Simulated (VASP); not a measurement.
# IrOs (Imma) in VASP: single point with LDA

Aim: the single point of IrOs with LDA.

Program: VASP 6.6.1. These are calculated values, not measurements. Logs are shortened: lines on timing, memory, paths and dates and some standing lists are left out, and cuts for length are marked.

### 1 The cell of the first run

Symmetry: Imma, No. 74, orthorhombic system. Conventional cell: a = 5.382 Å, b = 7.596 Å, c = 5.391 Å, α = 90.00°, β = 90.00°, γ = 90.00°. Os (site symmetry 2/m) has 6 Os at 2.69 Å and 6 Ir at 2.69 to 2.70 Å within 3.5 Å. Within 3.5 Å of Os (site symmetry 2/m) lie 4 Os at 2.69 Å and 8 Ir at 2.69 to 2.70 Å. Within 3.5 Å of Ir (site symmetry 2/m) lie 8 Os at 2.69 to 2.70 Å and 4 Ir at 2.69 Å. Within 3.5 Å of Ir (site symmetry 2/m) lie 6 Os at 2.69 to 2.70 Å and 6 Ir at 2.69 Å.

### 2 Single point, LDA

Input file INCAR:

```
SYSTEM = IrOs
ALGO = Normal ; EDIFF = 1E-6
ENCUT = 560 ; GGA = CA
GGA_COMPAT = .FALSE. ; ISIF = 2
ISMEAR = -1 ; LASPH = .TRUE.
LCHARG = .FALSE. ; LREAL = .FALSE.
LWAVE = .FALSE. ; NBANDS = 76
NELM = 120 ; PREC = Accurate
SIGMA = 0.05
```

Input file KPOINTS:

```
k-points
0
G
  6 6 6
  0 0 0
```

Input file POSCAR:

```
IrOs
1.0
    0.0000000000      3.8117552701      3.8117552701
    3.7981078733      0.0030514167      3.8087038534
    3.7981078733      3.8087038534      0.0030514167
Os Ir
4 4
Direct
    0.0000000000      0.0000000000      0.0000000000
    0.0000000000      0.0000000000      0.5000000000
    0.0000000000      0.5000000000      0.5000000000
    0.5000000000      0.5000000000      0.0000000000
    0.0000000000      0.5000000000      0.0000000000
    0.5000000000      0.0000000000      0.0000000000
    0.5000000000      0.0000000000      0.5000000000
    0.5000000000      0.5000000000      0.5000000000
```

Potentials or basis: VASP PAW LDA potentials, release 64 (Os_sv_GW, Ir_sv_GW).

Launch:

```sh
cat potpaw_LDA.64/Os_sv_GW/POTCAR potpaw_LDA.64/Ir_sv_GW/POTCAR > POTCAR
mpirun -np 1 vasp_std > vasp.out
```

OUTCAR:

```text
SYSTEM = IrOs
   EDIFF = 1E-6
   ENCUT = 560
   GGA = CA
   ISIF = 2
   ISMEAR = -1
   LASPH = .TRUE.
   LREAL = .FALSE.
   NELM = 120
   PREC = Accurate

 ion  position               nearest neighbor table
   1  0.000  0.000  0.000-   2 2.69   5 2.69   2 2.69   7 2.69   4 2.69   5 2.69   4 2.69   7 2.69
                             3 2.69   3 2.69   6 2.70   6 2.70
   2  0.000  0.000  0.500-   1 2.69   3 2.69   1 2.69   6 2.69   3 2.69   8 2.69   6 2.69   8 2.69
                             5 2.69   5 2.69   7 2.70   7 2.70
   3  0.000  0.500  0.500-   2 2.69   5 2.69   4 2.69   5 2.69   2 2.69   7 2.69   4 2.69   7 2.69
                             1 2.69   1 2.69   8 2.70   8 2.70
   4  0.500  0.500  0.000-   6 2.69   8 2.69   3 2.69   8 2.69   1 2.69   6 2.69   1 2.69   3 2.69
                             7 2.69   7 2.69   5 2.70   5 2.70
   5  0.000  0.500  0.000-   1 2.69   3 2.69   3 2.69   8 2.69   1 2.69   6 2.69   6 2.69   8 2.69
                             2 2.69   2 2.69   4 2.70   4 2.70
   6  0.500  0.000  0.000-   4 2.69   7 2.69   2 2.69   7 2.69   4 2.69   5 2.69   2 2.69   5 2.69
                             8 2.69   8 2.69   1 2.70   1 2.70
   7  0.500  0.000  0.500-   6 2.69   8 2.69   1 2.69   6 2.69   3 2.69   8 2.69   1 2.69   3 2.69
                             4 2.69   4 2.69   2 2.70   2 2.70
   8  0.500  0.500  0.500-   4 2.69   7 2.69   4 2.69   5 2.69   2 2.69   7 2.69   2 2.69   5 2.69
                             6 2.69   6 2.69   3 2.70   3 2.70

  LATTYP: Found a body centered orthorhombic cell.
 ALAT       =     5.3820052897
 B/A-ratio  =     1.0016036234
 C/A-ratio  =     1.4114099370

  Lattice vectors:

 A1 = (  -3.7981078733,  -3.8087038534,  -0.0030514167)
 A2 = (  -3.7981078733,   3.8087038534,   0.0030514167)
 A3 = (   3.7981078733,  -0.0030514167,  -3.8087038534)

Analysis of symmetry for initial positions (statically):
=====================================================================
 Subroutine PRICEL returns:
 Original cell was already a primitive cell.

 Routine SETGRP: Setting up the symmetry group for a
 body centered orthorhombic supercell.

 Subroutine GETGRP returns: Found  8 space group operations
 (whereof  4 operations were pure point group operations)
 out of a pool of  8 trial point group operations.

The static configuration has the point symmetry C_2h.
 The point group associated with its full space group is D_2h.

Analysis of symmetry for dynamics (positions and initial velocities):
=====================================================================
 Subroutine PRICEL returns:
 Original cell was already a primitive cell.

 Routine SETGRP: Setting up the symmetry group for a
 body centered orthorhombic supercell.

 Subroutine GETGRP returns: Found  8 space group operations
 (whereof  4 operations were pure point group operations)
 out of a pool of  8 trial point group operations.

The dynamic configuration has the point symmetry C_2h.
 The point group associated with its full space group is D_2h.

 Subroutine INISYM returns: Found  8 space group operations
 (whereof  4 operations are pure point group operations),
 and found     1 'primitive' translations

----------------------------------------------------------------------------------------

                                     Primitive cell

  volume of cell :     110.1923

  direct lattice vectors                    reciprocal lattice vectors
     0.000000000  3.811755270  3.811755270    -0.131644497  0.131173164  0.131173164
     3.798107873  0.003051417  3.808703853     0.131644497 -0.131383517  0.131383517
     3.798107873  3.808703853  0.003051417     0.131644497  0.131383517 -0.131383517

  length of vectors
     5.390635999  5.378834239  5.378834239     0.227471035  0.227713703  0.227713703

  position of ions in fractional coordinates (direct lattice)
     0.000000000  0.000000000  0.000000000
     0.000000000  0.000000000  0.500000000
     0.000000000  0.500000000  0.500000000
     0.500000000  0.500000000  0.000000000
     0.000000000  0.500000000  0.000000000
     0.500000000  0.000000000  0.000000000
     0.500000000  0.000000000  0.500000000
     0.500000000  0.500000000  0.500000000

  ion indices of the primitive-cell ions
   primitive index   ion index
                 1           1
                 2           2
                 3           3
                 4           4
                 5           5
                 6           6
                 7           7
                 8           8

----------------------------------------------------------------------------------------

 KPOINTS: k-points

Automatic generation of k-mesh.
 Grid dimensions read from file:
 generate k-points for:    6    6    6

 Generating k-lattice:

  Cartesian coordinates                     Fractional coordinates (reciprocal lattice)
    -0.021940749  0.021862194  0.021862194     0.166666667  0.000000000  0.000000000
     0.021940749 -0.021897253  0.021897253     0.000000000  0.166666667  0.000000000
     0.021940749  0.021897253 -0.021897253     0.000000000  0.000000000  0.166666667

  Length of vectors
     0.037911839  0.037952284  0.037952284

  Shift w.r.t. Gamma in fractional coordinates (k-lattice)
     0.000000000  0.000000000  0.000000000

 Subroutine IBZKPT returns following result:
 ===========================================

 Found     46 irreducible k-points:

 Following reciprocal coordinates:
            Coordinates               Weight
  0.000000  0.000000  0.000000      1.000000
  0.166667  0.000000  0.000000      4.000000
  0.333333 -0.000000  0.000000      4.000000
  0.500000 -0.000000 -0.000000      2.000000
  0.000000  0.166667 -0.000000      4.000000
  0.166667  0.166667 -0.000000      4.000000
[... 16 lines left out ...]
  0.500000  0.166667  0.166667      4.000000
 -0.333333  0.166667  0.166667      4.000000
 [... further k-points ...]
   k-points           NKPTS =     46   k-points in BZ     NKDIM =     46   number of bands    NBANDS=     76
   number of dos      NEDOS =    301   number of ions     NIONS =      8
   total plane-waves  NPLWV =  74088
   dimension x,y,z NGX =    42 NGY =   42 NGZ =   42
   dimension x,y,z NGXF=    84 NGYF=   84 NGZF=   84
   ions per type =               4   4
   NGX,Y,Z   is equivalent  to a cutoff of  12.95, 12.98, 12.98 a.u.
   NGXF,Y,Z  is equivalent  to a cutoff of  25.91, 25.96, 25.96 a.u.
 SYSTEM =  IrOs
   PREC   = accura    normal or accurate (medium, high low for compatibility)
   ISTART =      0    job   : 0-new  1-cont  2-samecut
   ICHARG =      2    charge: 1-file 2-atom 10-const
   ISPIN  =      1    spin polarized calculation?
   LNONCOLLINEAR =      F non collinear calculations
   LSORBIT =      F    spin-orbit coupling
   LASPH  =      T    aspherical Exc in radial PAW
   ENCUT  =  560.0 eV  41.16 Ry    6.42 a.u.  10.40 10.38 10.38*2*pi/ulx,y,z
   NELM   =    120;   NELMIN=  2; NELMDL= -5     # of ELM steps
   EDIFF  = 0.1E-05   stopping-criterion for ELM
   LREAL  =      F    real-space projection
   EDIFFG = 0.1E-04   stopping-criterion for IOM
   NSW    =      0    number of steps for IOM
   IBRION =     -1    ionic relax: 0-MD 1-quasi-New 2-CG
   NFREE  =      0    steps in history (QN), initial steepest desc. (CG)
   ISIF   =      2    stress and relaxation
   ISYM   =      2    0-nonsym 1-usesym 2-fastsym
   POTIM  = 0.5000    time-step for ionic-motion
   TEBEG  =    0.0;   TEEND  =   0.0 temperature during run
   PSTRESS=    0.0 pullay stress
   NELECT =     132.0000    total number of electrons
   NUPDOWN=      -1.0000    fix difference up-down
   EMIN   =  10.00;   EMAX   =-10.00  energy-range for DOS
   EFERMI =   0.00;   METHOD = LEGACY
   ISMEAR =    -1;   SIGMA  =   0.05  broadening in eV -4-tet -1-fermi 0-gaus
   EFERMI_NEDOS =   21; number of points for ismear=-14 and -15
   IALGO  =     38    algorithm
   IMIX   =      4    mixing-type and parameters
     AMIX     =   0.40;   BMIX     =  1.00
     AMIX_MAG =   1.60;   BMIX_MAG =  1.00
  volume/ion in A,a.u.               =      13.77        92.95
  Fermi-wavevector in a.u.,A,eV,Ry     =   1.738664  3.285599 41.129767  3.022953
  Thomas-Fermi vector in A             =   2.811653
   LORBIT       =      0    0 simple, 1 ext, 2 COOP (PROOUT), +10 PAW based schemes
   GGA     = CA    functional components
   LHFCALC =     F    Hartree Fock is set to
   AEXX    =    0.0000 exact exchange contribution
   IVDW    =     0    specifies the selected vdW correction
   LEPSILON=     F    determine dielectric tensor
   LRPA    =     F    only Hartree local field effects (RPA)
 non-spin polarized calculation
  energy-cutoff  :      560.00
  volume of cell :      110.19
 maximum number of plane-waves:      3339
 NGX is ok and might be reduce to    42
   NGX = 21   NGY = 21   NGZ = 21

 number of electron     132.0000006 magnetization

 Free energy of the ion-electron system (eV)
  ---------------------------------------------------
  ext. energy  EPLUGINS =         0.00000000
  ---------------------------------------------------
  free energy    TOTEN  =       -98.39454097 eV

  energy without entropy =      -98.31885173  energy(sigma->0) =      -98.35669635

 E-fermi :  13.5198     XC(G=0): -14.9339

 val. band max:       13.5195210619   @ k =   0.3333  -0.0000   0.0000
 cond. band min:      13.5231106798   @ k =  -0.3333   0.3333   0.1667
 fundamental gap:      0.0035896179
 Fermi energy:        13.5197672772

 k-point     1 :       0.0000    0.0000    0.0000
  band No.  band energies     occupation
      1     -79.0349      2.00000
      2     -79.0231      2.00000
      3     -78.9641      2.00000
      4     -78.9496      2.00000
      5     -72.7543      2.00000
      6     -72.7056      2.00000
[... 68 lines left out ...]
     75      15.6416      0.00000
     76      15.7129      0.00000

 k-point     2 :       0.1667    0.0000    0.0000
  band No.  band energies     occupation
      1     -79.0338      2.00000
      2     -79.0233      2.00000
      3     -78.9653      2.00000
      4     -78.9496      2.00000
      5     -72.7530      2.00000
      6     -72.7057      2.00000
[... 68 lines left out ...]
     75      16.1695      0.00000
     76      16.2620      0.00000

 k-point     3 :       0.3333   -0.0000    0.0000
  band No.  band energies     occupation
      1     -79.0310      2.00000
      2     -79.0234      2.00000
      3     -78.9676      2.00000
      4     -78.9495      2.00000
      5     -72.7502      2.00000
      6     -72.7056      2.00000
[... 1648 lines left out ...]
     75      15.5132      0.00000
     76      17.4287      0.00000

 k-point    24 :      -0.3333    0.1667    0.1667
  band No.  band energies     occupation
      1     -79.0280      2.00000
      2     -79.0235      2.00000
      3     -78.9703      2.00000
      4     -78.9495      2.00000
      5     -72.7472      2.00000
      6     -72.7056      2.00000
[... 68 lines left out ...]
     75      15.5634      0.00000
     76      17.3079      0.00000

 [... further k-points ...]

------------------------ aborting loop because EDIFF is reached ----------------------------------------

  FORCE on cell =-STRESS in cart. coord.  units (eV):
  Direction    XX          YY          ZZ          XY          YZ          ZX
  --------------------------------------------------------------------------------------
  -------------------------------------------------------------------------------------
  Total        0.0417057      0.0099821      0.0099821      0.0000000     -0.0106686      0.0000000
  in kB        0.6063940      0.1451385      0.1451385      0.0000000     -0.1551198      0.0000000
  external PRESSURE =       0.2988903 kB  Pullay stress =       0.0000000 kB

 VOLUME and BASIS-vectors are now :
 -----------------------------------------------------------------------------
  energy-cutoff  :      560.00
  volume of cell :      110.19
      direct lattice vectors                 reciprocal lattice vectors
     0.000000000  3.811755270  3.811755270    -0.131644497  0.131173164  0.131173164
     3.798107873  0.003051417  3.808703853     0.131644497 -0.131383517  0.131383517
     3.798107873  3.808703853  0.003051417     0.131644497  0.131383517 -0.131383517

 POSITION                                       TOTAL-FORCE (eV/Angst)
 -----------------------------------------------------------------------------------
      0.00000      0.00000      0.00000         0.000000      0.000000      0.000000
      1.89905      1.90435      0.00153         0.000000     -0.000000     -0.000000
      3.79811      1.90588      1.90588         0.000000      0.000000      0.000000
      1.89905      1.90740      3.81023         0.000000      0.000000      0.000000
      1.89905      0.00153      1.90435        -0.000000      0.000000      0.000000
      0.00000      1.90588      1.90588        -0.000000      0.000000     -0.000000
      1.89905      3.81023      1.90740         0.000000      0.000000      0.000000
      3.79811      3.81176      3.81176         0.000000      0.000000      0.000000
 -----------------------------------------------------------------------------------
    total drift:                               -0.000000     -0.000000      0.000000

  FREE ENERGIE OF THE ION-ELECTRON SYSTEM (eV)
  ---------------------------------------------------
  free  energy   TOTEN  =       -98.3945409735 eV

  energy  without entropy=      -98.3188517287  energy(sigma->0) =      -98.35669635
```

Run time: 7.4 min. Hardware: 1 thread of Intel Xeon Platinum 8559C (Emerald Rapids), shared host; peak memory 0.45 GiB.

Results:

- Free energy: -98.3945 eV
- Pressure: 0.0 GPa
- Band gap on the k mesh: zero (bands 66 and 67 overlap by 2.75 eV)

Caveat: spin-orbit coupling is left out, which moves the levels of the heavy elements.
